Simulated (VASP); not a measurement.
Input of a VASP 6.6.1 run:

The input INCAR:

```
SYSTEM = Ta
ALGO = Fast
EDIFF = 1E-6
ENCUT = 520
GGA = PS
ISIF = 2
ISMEAR = 0
LASPH = .True.
LCHARG = .False.
LREAL = .False.
LWAVE = .False.
NBANDS = 18
NELM = 100
PREC = Accurate
SIGMA = 0.15
```

The input KPOINTS:

```
k-points
0
Gamma
  21 21 10
  0 0 0
```

File POSCAR:

```
Ta
1.0
    2.9821153548      0.0000000000      0.0000000000
   -1.4910576774      2.5825876543      0.0000000000
    0.0000000000      0.0000000000      4.8869285271
Ta
2
Direct
    0.6666666667      0.3333333333      0.7500000000
    0.3333333333      0.6666666667      0.2500000000
```

Potentials or basis: VASP PAW PBE potentials, release 64 (Ta_pv).

Run with:

```console
$ cat potpaw_PBE.64/Ta_pv/POTCAR > POTCAR
$ mpirun -np 1 vasp_std > vasp.out
```

Problem. Estimate the pressure.

Solution. -7.2 GPa.

Problem. Estimate the band gap on the k mesh.

Solution. Zero (band 11 reaches 6.73 eV, above the bottom of band 12 at 4.71 eV).

Stress tensor (GPa, compression positive):
```
-10.82   0.00   0.00
  0.00 -10.82   0.00
  0.00   0.00  -0.01
```

Caveat: the PAW data sets were made with another functional, which shifts forces and pressure a little; spin-orbit coupling is left out, which moves the levels of the heavy elements.
